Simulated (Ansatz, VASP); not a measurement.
TiAl in VASP and in Ansatz

The input INCAR:

```
SYSTEM = TiAl
PREC = Accurate
ENCUT = 520
EDIFF = 1E-7
ISMEAR = -1
SIGMA = 0.05
LREAL = .FALSE.
LASPH = .TRUE.
NELM = 80
ALGO = Normal
ISIF = 2
LWAVE = .FALSE.
LCHARG = .FALSE.
NBANDS = 14
```

Contents of KPOINTS:

```
Automatic mesh
0
G
  11 11 6
  0 0 0
```

Contents of POSCAR:

```
TiAl
1.0
    2.8285106954      0.0000000000      0.0000000000
   -1.4142553477      2.4495621171      0.0000000000
    0.0000000000      0.0000000000      4.6148579117
Ti Al
1 1
Direct
    0.0000000000      0.0000000000      0.0000000000
    0.3333333333      0.6666666667      0.5000000000
```

input.yaml

```yaml
crystal:
  lattice:
    - [2.8285106954, 0.0, 0.0]
    - [-1.4142553477, 2.4495621171, 0.0]
    - [0.0, 0.0, 4.6148579117]
  atoms:
    - { symbol: Ti, position: [0.0, 0.0, 0.0] }
    - { symbol: Al, position: [0.3333333333, 0.6666666667, 0.5] }
kpoints:
  mp_grid: { grid: [11, 11, 6] }
scf:
  occupations: { method: fermi_dirac, width: 0.05 }
hamiltonian:
  xc: lda
  pseudopotentials: { kind: all_electron, lapw: { basis_error: 0.001 } }
output:
  forces: true
  stress: true
  eigenvalues: true
```

Change from the starting cell: volume scaled by 0.96.

Alike in both runs: task single point; functional LDA; k mesh 11 × 11 × 6; occupations fermi-dirac, width 0.05 eV; no spin polarisation.

|  | VASP | Ansatz |
| --- | --- | --- |
| version | VASP 6.6.1 | Ansatz 0.2.0 |
| potentials or method | VASP PAW LDA potentials, release 64 (Ti_sv, Al), cutoff 520 eV | all-electron LAPW, scalar-relativistic |

|  | VASP | Ansatz | Ansatz less VASP |
| --- | --- | --- | --- |
| gap on the k mesh at the Fermi level (eV) | none | none | - |
| pressure (GPa) | -1.9 | -2.0 | -0.08 |
| traceless stress, the component that is largest in VASP (GPa) | -0.29 | -0.36 | -0.071 |

LDA's correlation is that of Perdew and Zunger in VASP and of Perdew and Wang (1992) in Ansatz. A gap of «none» marks a metal or a gap that the smearing closes. Ansatz ran all-electron here, and VASP with PAW potentials.
